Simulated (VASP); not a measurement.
# AlN (F-43m) in VASP: a series of runs

The runs below take AlN through G0W0 quasiparticle levels, with PBE.

Program: VASP 6.6.1. These are calculated values, not measurements. Logs are shortened: lines on timing, memory, paths and dates and some standing lists are left out, and cuts for length are marked.

## 1. The cell of the first run

Symmetry: F-43m, No. 216, cubic system. Conventional cell: a = 4.370 Å, b = 4.370 Å, c = 4.370 Å, α = 90.00°, β = 90.00°, γ = 90.00°. Within 2.5 Å of Al (site symmetry -43m) lie 4 N at 1.89 Å. Within 2.5 Å of N (site symmetry -43m) lie 4 Al at 1.89 Å.

## 2. G0W0 quasiparticle levels, PBE

The input, POSCAR:

```
AlN
1.0
    0.0000000000      2.1848764208      2.1848764208
    2.1848764208      0.0000000000      2.1848764208
    2.1848764208      2.1848764208      0.0000000000
Al N
1 1
Direct
    0.0000000000      0.0000000000      0.0000000000
    0.2500000000      0.2500000000      0.2500000000
```

The input, INCAR.step1:

```
PREC     = Accurate       # precision mode
ENCUT    = 500            # plane-wave cutoff, eV
EDIFF    = 1E-8           # SCF threshold, eV
ISMEAR   = 0              # smearing method
SIGMA    = 0.01           # smearing width, eV
LREAL    = F              # projectors in reciprocal space
LASPH    = T              # aspherical terms in the spheres
NELM     = 100            # most SCF steps
ALGO     = Normal         # electronic algorithm
LWAVE    = T              # write WAVECAR
LCHARG   = F              # write CHGCAR
GGA      = PE             # functional
```

The input, INCAR.step2:

```
PREC     = Accurate       # precision mode
ENCUT    = 500            # plane-wave cutoff, eV
EDIFF    = 1E-8           # SCF threshold, eV
ISMEAR   = 0              # smearing method
SIGMA    = 0.01           # smearing width, eV
LREAL    = F              # projectors in reciprocal space
LASPH    = T              # aspherical terms in the spheres
NELM     = 1              # most SCF steps
ALGO     = Exact          # electronic algorithm
LWAVE    = T              # write WAVECAR
LCHARG   = F              # write CHGCAR
GGA      = PE             # functional
NBANDS   = 64             # bands
LOPTICS  = T              # frequency-dependent dielectric function
ISTART   = 1
```

The input, INCAR.step3:

```
PREC     = Accurate       # precision mode
ENCUT    = 500            # plane-wave cutoff, eV
EDIFF    = 1E-8           # SCF threshold, eV
ISMEAR   = 0              # smearing method
SIGMA    = 0.01           # smearing width, eV
LREAL    = F              # projectors in reciprocal space
LASPH    = T              # aspherical terms in the spheres
ALGO     = EVGW0          # electronic algorithm
LWAVE    = F              # write WAVECAR
LCHARG   = F              # write CHGCAR
GGA      = PE             # functional
NELMGW   = 1            
NBANDS   = 64             # bands
ENCUTGW  = 80.0           # cutoff of the response function
NOMEGA   = 48             # frequency points
PRECFOCK = Fast         
ISTART   = 1            
NBANDSGW = 12
```

The input, KPOINTS:

```
Automatic mesh
0
Gamma
  4 4 4
```

Potentials or basis: VASP PAW PBE potentials, release 64 (Al_GW, N_GW).

Launch:

```bash
$ cat potpaw_PBE.64/Al_GW/POTCAR potpaw_PBE.64/N_GW/POTCAR > POTCAR
$ cp INCAR.step1 INCAR
$ mpirun -np 1 vasp_std > vasp.out
$ cp INCAR.step2 INCAR
$ mpirun -np 1 vasp_std > vasp.out
$ cp INCAR.step3 INCAR
$ mpirun -np 1 vasp_std > vasp.out
```

OUTCAR:

```text
PREC = Accurate
   ENCUT = 500
   EDIFF = 1E-8
   ISMEAR = 0
   LREAL = F
   LASPH = T
   GGA = PE
   NELMGW = 1
   ENCUTGW = 80.0
   PRECFOCK = Fast
   ISTART = 1

 ion  position               nearest neighbor table
   1  0.000  0.000  0.000-   2 1.89   2 1.89   2 1.89   2 1.89
   2  0.250  0.250  0.250-   1 1.89   1 1.89   1 1.89   1 1.89

  LATTYP: Found a face centered cubic cell.
 ALAT       =     4.3697528416

  Lattice vectors:

 A1 = (   0.0000000000,   2.1848764208,   2.1848764208)
 A2 = (   2.1848764208,   0.0000000000,   2.1848764208)
 A3 = (   2.1848764208,   2.1848764208,   0.0000000000)

Analysis of symmetry for initial positions (statically):
=====================================================================
 Subroutine PRICEL returns:
 Original cell was already a primitive cell.

 Routine SETGRP: Setting up the symmetry group for a
 face centered cubic supercell.

 Subroutine GETGRP returns: Found 24 space group operations
 (whereof 24 operations were pure point group operations)
 out of a pool of 48 trial point group operations.

The static configuration has the point symmetry T_d .

Analysis of symmetry for dynamics (positions and initial velocities):
=====================================================================
 Subroutine PRICEL returns:
 Original cell was already a primitive cell.

 Routine SETGRP: Setting up the symmetry group for a
 face centered cubic supercell.

 Subroutine GETGRP returns: Found 24 space group operations
 (whereof 24 operations were pure point group operations)
 out of a pool of 48 trial point group operations.

The dynamic configuration has the point symmetry T_d .

 Subroutine INISYM returns: Found 24 space group operations
 (whereof 24 operations are pure point group operations),
 and found     1 'primitive' translations

----------------------------------------------------------------------------------------

                                     Primitive cell
[... 72 lines left out ...]
   ENCUT  =  500.0 eV  36.75 Ry    6.06 a.u.   5.63  5.63  5.63*2*pi/ulx,y,z
   NELM   =     60;   NELMIN=  2; NELMDL=  0     # of ELM steps
   EDIFF  = 0.1E-07   stopping-criterion for ELM
   LREAL  =      F    real-space projection
   EDIFFG = 0.1E-06   stopping-criterion for IOM
   NSW    =      0    number of steps for IOM
   IBRION =     -1    ionic relax: 0-MD 1-quasi-New 2-CG
   NFREE  =      0    steps in history (QN), initial steepest desc. (CG)
   ISIF   =      0    stress and relaxation
   ISYM   =      3    0-nonsym 1-usesym 2-fastsym
   POTIM  = 0.5000    time-step for ionic-motion
   TEBEG  =    0.0;   TEEND  =   0.0 temperature during run
   PSTRESS=    0.0 pullay stress
   NELECT =       8.0000    total number of electrons
   NUPDOWN=      -1.0000    fix difference up-down
   EMIN   =  10.00;   EMAX   =-10.00  energy-range for DOS
   EFERMI =   0.00;   METHOD = LEGACY
   ISMEAR =     0;   SIGMA  =   0.01  broadening in eV -4-tet -1-fermi 0-gaus
   EFERMI_NEDOS =   21; number of points for ismear=-14 and -15
   IALGO  =     38    algorithm
   IMIX   =      4    mixing-type and parameters
     AMIX     =   0.40;   BMIX     =  1.00
     AMIX_MAG =   1.60;   BMIX_MAG =  1.00
  volume/ion in A,a.u.               =      10.43        70.38
  Fermi-wavevector in a.u.,A,eV,Ry     =   1.189418  2.247675 19.248378  1.414716
  Thomas-Fermi vector in A             =   2.325526
   LORBIT       =      0    0 simple, 1 ext, 2 COOP (PROOUT), +10 PAW based schemes
   GGA     = PE    functional components
   LHFCALC =     T    Hartree Fock is set to
   PRECFOCK=fast      Normal, Fast or Accurate (Low or Medium for compatibility)
   ENCUT4O =  -1.0   cutoff for four orbital integrals eV
   NKREDX  =     1    reduce k-point grid by
   NKREDY  =     1    reduce k-point grid by
   NKREDZ  =     1    reduce k-point grid by
   AEXX    =    1.0000 exact exchange contribution
   HFSCREEN=    0.0000 screening length (either q_TF or 0.3 A-1)
   HFSCREENC=   0.0000 screening length for correlation (either q_TF or 0.3 A-1)
   ENCUTFOCK=  -1.0 apply spherical cutoff to Coloumb kernel
   IVDW    =     0    specifies the selected vdW correction
   LEPSILON=     F    determine dielectric tensor
   LRPA    =     F    only Hartree local field effects (RPA)
   LRPAFORCE           =     F    calculate RPA forces
   ENCUTGW             =  80.0    cutoff for response function in eV
   ENCUTGWSOFT         =  64.0    soft cutoff for Coulomb kernel in GW response function in eV
   ENCUTLF             =  -1.0    cutoff for local field effects
   NELMGW              =     1    number of iterations in solving QP/BSE equation
   NELMHF              =     1    number of iterations in the inner HF iteration
   NKREDLFX            =     1    NKREDLFY  =   1   NKREDLFZ  =   1
 non-spin polarized calculation
 Gauss-broadening in eV      SIGMA  =   0.01
  energy-cutoff  :      500.00
  volume of cell :       20.86
 maximum number of plane-waves:       544
 NGX is ok and might be reduce to    24
  NGX = 14; NGY = 14; NGZ = 14
   NGX = 11   NGY = 11   NGZ = 11
 maximum number of plane-waves:        40
 NGX is ok and might be reduce to    10

 QP shifts <psi_nk| G(iteration)W_0 |psi_nk>: iteration 1
 for sc-GW calculations column KS-energies equals QP-energies in previous step
 and V_xc(KS)=  KS-energies - (<T + V_ion + V_H > + <T+V_H+V_ion>^1  + <V_x>^1)

 k-point   1 :       0.0000    0.0000    0.0000
  band No.  KS-energies  QP-energies   sigma(KS)   V_xc(KS)     V^pw_x(r,r')   Z            occupation Imag(sigma)

      1     -10.0190     -11.3097     -16.5947     -14.7838     -24.7534       0.7127       2.0000       1.2867
      2       4.9672       4.3875     -17.4962     -16.7525     -20.8949       0.7794       2.0000       0.1188
      3       4.9672       4.3875     -17.4962     -16.7525     -20.8949       0.7794       2.0000       0.1188
      4       4.9672       4.3875     -17.4962     -16.7525     -20.8949       0.7794       2.0000       0.1188
      5       9.1364       9.8921     -11.5552     -12.4955      -7.6583       0.8038       0.0000      -0.0969
      6      17.4795      18.4766      -9.0165     -10.2687      -4.0096       0.7963       0.0000      -0.1627
      7      17.4795      18.4766      -9.0165     -10.2687      -4.0096       0.7963       0.0000      -0.1627
      8      17.4795      18.4766      -9.0165     -10.2687      -4.0096       0.7963       0.0000      -0.1627
      9      22.6118      23.6818      -9.0895     -10.4456      -3.6806       0.7891       0.0000      -0.3101
     10      22.6118      23.6818      -9.0895     -10.4456      -3.6806       0.7891       0.0000      -0.3101
     11      24.0093      24.5678      -8.9199      -9.6358      -2.5812       0.7801       0.0000      -0.8272
     12      24.0093      24.5678      -8.9199      -9.6358      -2.5812       0.7801       0.0000      -0.8272
[... 100 lines left out ...]
      1      -7.2765      -8.4278     -18.4788     -16.8778     -26.2638       0.7191       2.0000       0.8769
      2       1.1731       0.1737     -15.3309     -13.9998     -19.2330       0.7508       2.0000       0.1917
      3       1.5230       0.4837     -15.3121     -13.9332     -19.0964       0.7537       2.0000       0.1762
      4       2.2595       1.3024     -15.0184     -13.7720     -18.3962       0.7679       2.0000       0.1470
      5      10.9946      11.7927     -10.7716     -11.7747      -6.8261       0.7955       0.0000      -0.1061
      6      16.3738      17.4016     -10.6275     -11.9308      -5.8346       0.7886       0.0000      -0.1587
      7      16.9024      17.7395      -9.3617     -10.4264      -4.0297       0.7862       0.0000      -0.2263
      8      17.1081      18.5975     -11.7463     -13.6738      -6.6466       0.7727       0.0000      -0.1850
      9      22.1528      23.2283      -9.8284     -11.2561      -3.5281       0.7533       0.0000      -0.4599
     10      23.8339      24.7219      -9.5327     -10.6849      -3.3614       0.7707       0.0000      -0.5506
     11      29.9142      31.5745     -10.7668     -12.9284      -4.1151       0.7681       0.0000      -0.8841
     12      30.2328      31.5832     -10.4275     -12.1104      -4.0476       0.8024       0.0000      -1.0604
```

OUTCAR.step2:

```text
PREC = Accurate
   ENCUT = 500
   EDIFF = 1E-8
   ISMEAR = 0
   LREAL = F
[... 689 lines left out ...]
     0.00000     5.46249     5.46249     5.46249     0.00000     0.00000    -0.00000
     1.47013     5.66517     5.66517     5.66517     0.00000     0.00000    -0.00000
     2.94027     6.56172     6.56172     6.56172     0.00000     0.00000    -0.00000
     4.41040     5.47527     5.47527     5.47527     0.00000     0.00000    -0.00000
     5.88054     8.34094     8.34094     8.34094     0.00000     0.00000    -0.00000
     7.35067    -6.31539    -6.31539    -6.31539    -0.00000    -0.00000     0.00000
[... 92 lines left out ...]
   144.07322     0.97348     0.97348     0.97348    -0.00000    -0.00000     0.00000
   145.54335     0.97406     0.97406     0.97406    -0.00000    -0.00000     0.00000
```

Wall time 25 s (1 thread of Intel Xeon 6975P-C, shared host); peak memory 0.2 GiB.

Results:

```
Band gap on the k mesh, mean-field level : 3.29 eV, indirect (least direct gap 4.17 eV)
Quasiparticle gap                        : 4.31 eV
Least direct quasiparticle gap           : 5.50 eV
```

Caveat: the k points lie up to 0.62 Å⁻¹ apart; bands, screening cutoff and mesh are small and nothing is extrapolated, so the quasiparticle values aren't converged. A k mesh can miss the band edges.

## 3. G0W0 quasiparticle levels, PBE

POSCAR is that of step 2.

The input, INCAR.step1:

```
ALGO     = Normal         # electronic algorithm
EDIFF    = 1E-8           # SCF threshold, eV
ENCUT    = 500            # plane-wave cutoff, eV
GGA      = PE             # functional
ISMEAR   = 0              # smearing method
LASPH    = T              # aspherical terms in the spheres
LCHARG   = F              # write CHGCAR
LREAL    = F              # projectors in reciprocal space
LWAVE    = T              # write WAVECAR
NELM     = 80             # most SCF steps
PREC     = Accurate       # precision mode
SIGMA    = 0.01           # smearing width, eV
```

The input, INCAR.step2:

```
ALGO     = Exact          # electronic algorithm
EDIFF    = 1E-8           # SCF threshold, eV
ENCUT    = 500            # plane-wave cutoff, eV
GGA      = PE             # functional
ISMEAR   = 0              # smearing method
ISTART   = 1            
LASPH    = T              # aspherical terms in the spheres
LCHARG   = F              # write CHGCAR
LOPTICS  = T              # frequency-dependent dielectric function
LREAL    = F              # projectors in reciprocal space
LWAVE    = T              # write WAVECAR
NBANDS   = 34             # bands
NELM     = 1              # most SCF steps
PREC     = Accurate       # precision mode
SIGMA    = 0.01           # smearing width, eV
```

The input, INCAR.step3:

```
ALGO     = EVGW0          # electronic algorithm
EDIFF    = 1E-8           # SCF threshold, eV
ENCUT    = 500            # plane-wave cutoff, eV
ENCUTGW  = 60.0           # cutoff of the response function
GGA      = PE             # functional
ISMEAR   = 0              # smearing method
ISTART   = 1            
LASPH    = T              # aspherical terms in the spheres
LCHARG   = F              # write CHGCAR
LREAL    = F              # projectors in reciprocal space
LWAVE    = F              # write WAVECAR
NBANDS   = 34             # bands
NBANDSGW = 12           
NELMGW   = 1            
NOMEGA   = 48             # frequency points
PREC     = Accurate       # precision mode
PRECFOCK = Fast         
SIGMA    = 0.01           # smearing width, eV
```

The input, KPOINTS:

```
k-points
0
Gamma
  4 4 4
```

Potentials or basis: VASP PAW PBE potentials, release 64 (Al_GW, N_GW).

Launch:

```bash
$ cat potpaw_PBE.64/Al_GW/POTCAR potpaw_PBE.64/N_GW/POTCAR > POTCAR
$ cp INCAR.step1 INCAR
$ mpirun -np 1 vasp_std > vasp.out
$ cp INCAR.step2 INCAR
$ mpirun -np 1 vasp_std > vasp.out
$ cp INCAR.step3 INCAR
$ mpirun -np 1 vasp_std > vasp.out
```

OUTCAR:

```text
EDIFF = 1E-8
   ENCUT = 500
   ENCUTGW = 60.0
   GGA = PE
   ISMEAR = 0
   ISTART = 1
   LASPH = T
   LREAL = F
   NELMGW = 1
   PREC = Accurate
   PRECFOCK = Fast

 ion  position               nearest neighbor table
   1  0.000  0.000  0.000-   2 1.89   2 1.89   2 1.89   2 1.89
[... 185 lines left out ...]
      2       4.9672       4.6110     -17.2076     -16.7525     -20.8949       0.7827       2.0000       0.1157
      3       4.9672       4.6110     -17.2076     -16.7525     -20.8949       0.7827       2.0000       0.1157
      4       4.9672       4.6110     -17.2076     -16.7525     -20.8949       0.7827       2.0000       0.1157
      5       9.1364       9.9591     -11.4757     -12.4955      -7.6583       0.8068       0.0000      -0.1006
      6      17.4795      18.6722      -8.7739     -10.2687      -4.0096       0.7979       0.0000      -0.1621
      7      17.4795      18.6722      -8.7739     -10.2687      -4.0096       0.7979       0.0000      -0.1621
      8      17.4795      18.6722      -8.7739     -10.2687      -4.0096       0.7979       0.0000      -0.1621
      9      22.6118      23.9161      -8.7957     -10.4456      -3.6806       0.7906       0.0000      -0.3114
     10      22.6118      23.9161      -8.7957     -10.4456      -3.6806       0.7906       0.0000      -0.3114
     11      24.0093      24.7901      -8.6395      -9.6358      -2.5812       0.7837       0.0000      -0.8185
     12      24.0093      24.7901      -8.6395      -9.6358      -2.5812       0.7837       0.0000      -0.8185
[... 100 lines left out ...]
      1      -7.2765      -8.3731     -18.4092     -16.8778     -26.2638       0.7161       2.0000       0.8499
      2       1.1731       0.3312     -15.1196     -13.9998     -19.2330       0.7518       2.0000       0.1936
      3       1.5230       0.6337     -15.1120     -13.9332     -19.0964       0.7544       2.0000       0.1799
      4       2.2595       1.4603     -14.8114     -13.7720     -18.3962       0.7690       2.0000       0.1495
      5      10.9946      11.9573     -10.5675     -11.7747      -6.8261       0.7974       0.0000      -0.1072
      6      16.3738      17.6053     -10.3738     -11.9308      -5.8346       0.7909       0.0000      -0.1596
      7      16.9024      17.9077      -9.1508     -10.4264      -4.0297       0.7881       0.0000      -0.2263
      8      17.1081      18.8425     -11.4392     -13.6738      -6.6466       0.7762       0.0000      -0.1874
      9      22.1528      23.4746      -9.5107     -11.2561      -3.5281       0.7573       0.0000      -0.4556
     10      23.8339      24.9701      -9.2146     -10.6849      -3.3614       0.7727       0.0000      -0.5424
     11      29.9142      31.9017     -10.3521     -12.9284      -4.1151       0.7715       0.0000      -0.8806
     12      30.2328      31.8931     -10.0463     -12.1104      -4.0476       0.8044       0.0000      -1.0657
```

OUTCAR.step1:

```text
EDIFF = 1E-8
   ENCUT = 500
   GGA = PE
   ISMEAR = 0
   LASPH = T
[... 290 lines left out ...]
 -----------------------------------------------------------------------------------
      0.00000      0.00000      0.00000         0.000000     -0.000000      0.000000
      1.09244      1.09244      1.09244        -0.000000      0.000000     -0.000000
 -----------------------------------------------------------------------------------
    total drift:                               -0.000000     -0.000000     -0.000000

  FREE ENERGIE OF THE ION-ELECTRON SYSTEM (eV)
  ---------------------------------------------------
  free  energy   TOTEN  =       -14.8352854370 eV

  energy  without entropy=      -14.8352854370  energy(sigma->0) =      -14.83528544
```

OUTCAR.step2:

```text
EDIFF = 1E-8
   ENCUT = 500
   GGA = PE
   ISMEAR = 0
[... 689 lines left out ...]
  --------------------------------------------------------------------------------------------------------------
     0.00000     5.43461     5.43461     5.43461    -0.00000    -0.00000     0.00000
     0.96986     5.51772     5.51772     5.51772    -0.00000    -0.00000     0.00000
     1.93972     5.80427     5.80427     5.80427    -0.00000    -0.00000     0.00000
     2.90957     6.46917     6.46917     6.46917    -0.00000    -0.00000     0.00000
     3.87943     9.05442     9.05442     9.05442    -0.00000    -0.00000     0.00000
     4.84929     9.81358     9.81358     9.81358    -0.00000    -0.00000     0.00000
[... 92 lines left out ...]
    95.04609     0.94064     0.94064     0.94064     0.00000     0.00000    -0.00000
    96.01595     0.94198     0.94198     0.94198     0.00000     0.00000    -0.00000
```

It took 51 s on 1 thread of AMD EPYC, shared host; peak memory 0.16 GiB.

Results:

* Band gap on the k mesh, mean-field level: 3.29 eV, indirect (least direct gap 4.17 eV)
* Quasiparticle gap: 4.18 eV
* Least direct quasiparticle gap: 5.35 eV

Levels at points of the mesh, in eV from the valence-band top:
| k point | band 1 | band 2 | band 3 | band 4 | band 5 | band 6 | band 7 | band 8 |
| --- | --- | --- | --- | --- | --- | --- | --- | --- |
| (0.00, 0.00, 0.00) | -14.99 | 0.00 | 0.00 | 0.00 | 4.17 | 12.51 | 12.51 | 12.51 |
| (0.50, 0.00, 0.00) | -12.94 | -5.87 | -0.48 | -0.48 | 7.35 | 9.85 | 11.11 | 11.11 |
| (0.50, 0.50, 0.00) | -12.30 | -4.91 | -1.78 | -1.78 | 3.29 | 8.58 | 13.94 | 15.69 |

Caveat: the k points lie up to 0.62 Å⁻¹ apart; bands, screening cutoff and mesh are small and nothing is extrapolated, so the quasiparticle values aren't converged.

[end of part 1 of 2]
